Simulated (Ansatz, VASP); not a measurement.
**One calculation of C, two programs**

```
CELL_PARAMETERS angstrom
1.22968 -2.12923 0.00000
1.22968 2.12923 0.00000
0.00000 0.00000 7.27966
ATOMIC_POSITIONS crystal
C 0.08332 0.91668 0.74992
C 0.58332 0.41668 0.25008
C 0.91668 0.08332 0.25008
C 0.41668 0.58332 0.74992
```

Alike in both runs: functional PBEsol; k mesh 12 × 12 × 4; occupations gaussian, width 0.15 eV; no spin polarisation.

Ansatz relaxed the structure, and its values are those at the end. VASP's run is a single point on that final structure, the one shown.

|  | VASP | Ansatz |
| --- | --- | --- |
| version | VASP 6.6.1 | Ansatz 0.2.0 |
| potentials or method | VASP PAW PBE potentials, release 64 (C), cutoff 520 eV | plane waves, PAW |
| valence electrons in the cell | 16 | 16 |

VASP gave:

- pressure (GPa): 0.6

Question: What did Ansatz give for the same quantities?

Answer: Pressure (GPa): 0.0.

VASP's potentials were made for PBE, not for PBEsol. Ansatz's warnings: stress scf threshold loose.
